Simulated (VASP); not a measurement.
A run of VASP 6.6.1 is set up as follows.

The input INCAR:

```
SYSTEM = Ti7Si6N7
PREC = Accurate ; ENCUT = 520
EDIFF = 1E-6 ; ISMEAR = -1
SIGMA = 0.2482 ; LREAL = Auto
LASPH = .TRUE. ; NELM = 100
ALGO = Normal ; ISIF = 2
LWAVE = .FALSE. ; LCHARG = .FALSE.
GGA = PE ; NBANDS = 88
```

File KPOINTS:

```
regular mesh
0
G
  4 4 4
  0 0 0
```

The input POSCAR:

```
Ti7Si6N7
1.0
    6.5042800000      0.4199040000     -0.0552040000
    0.4199040000      6.2358210000     -0.0244010000
   -0.0552040000     -0.0244010000      6.4190480000
Si Ti N
6 7 7
Direct
    0.6426984595      0.0370851718      0.9734223767
    0.8396643209      0.5317683183      0.6011752108
    0.4016406752      0.7662496041      0.1689650694
    0.9184259736      0.7076274616      0.0878223435
    0.2176214790      0.0140587172      0.9230049780
    0.8750070209      0.0320017741      0.6880192965
    0.5981332974      0.4663699617      0.8258377179
    0.7190884964      0.9535723434      0.3507550934
    0.6181382546      0.4306582052      0.3189348893
    0.1405930405      0.4513454424      0.8633581725
    0.1731478544      0.5724404043      0.4375401565
    0.3785149095      0.8955578487      0.6108794712
    0.2070862605      0.1268452314      0.2725147053
    0.3099197459      0.3681480099      0.2789534204
    0.9623737818      0.3539633095      0.4341283297
    0.9974449693      0.8803357809      0.4936193496
    0.6612959091      0.6965599985      0.4632530718
    0.6644722493      0.2683321462      0.0629472375
    0.3674093754      0.5742632190      0.7160869468
    0.5849515752      0.1420017452      0.5505560250
```

Potentials or basis: VASP PAW PBE potentials, release 64 (Si, Ti_sv, N).

Launch:

```console
$ cat potpaw_PBE.64/Si/POTCAR potpaw_PBE.64/Ti_sv/POTCAR potpaw_PBE.64/N/POTCAR > POTCAR
$ mpirun -np 1 vasp_std > vasp.out
```

Problem. Estimate the largest force.

Solution. 6.243 eV/Å.

Problem. What does it give for the pressure?

Solution. 14.6 GPa.

Problem. Predict the band gap on the k mesh.

Solution. Zero (an odd number of electrons rules out a gap without spin polarisation).

Stress tensor (GPa, compression positive):
```
10.16 -0.29 -4.12
-0.29 13.64  4.29
-4.12  4.29 20.03
```

Caveat: the atoms stand as in a frame of molecular dynamics; an odd number of electrons without spin polarisation forces a metal; a magnetic or distorted state may lie lower.
